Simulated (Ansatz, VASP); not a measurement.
KTaO3 in VASP and in Ansatz

```xyz
5
Lattice="3.9628 0.0000 0.0000 0.0000 3.9628 0.0000 0.0000 0.0000 3.9628" Properties=species:S:1:pos:R:3 pbc="T T T"
K     1.9814    1.9814    1.9814
Ta    0.0000    0.0000    0.0000
O     1.9814    0.0000    0.0000
O     0.0000    1.9814    0.0000
O     0.0000    0.0000    1.9814
```

Alike in both runs: functional r2SCAN; k mesh 8 × 8 × 8; occupations fermi-dirac, width 0.02 eV; no spin polarisation.

Ansatz relaxed the structure, and its values are those at the end. VASP's run is a single point on that final structure, the one shown.

|  | VASP | Ansatz |
| --- | --- | --- |
| version | VASP 6.6.1 | Ansatz 0.2.0 |
| potentials or method | VASP PAW PBE potentials, release 64 (K_sv, Ta_pv, O), cutoff 520 eV | PAW plane waves |
| valence electrons in the cell | 38 | 40 |

```csv
,VASP,Ansatz,Ansatz less VASP
gap on the k mesh at the Fermi level (eV),2.65,2.69,+0.045
pressure (GPa),5.5,4.4,-1.16
```

VASP's potentials were made for PBE, not for r2SCAN. VASP's potentials hold 38 valence electrons a cell and Ansatz's 40, so a difference there can come from the potentials and not from the codes. Ansatz's warnings: stress scf threshold loose.

Spin-orbit coupling is off throughout.
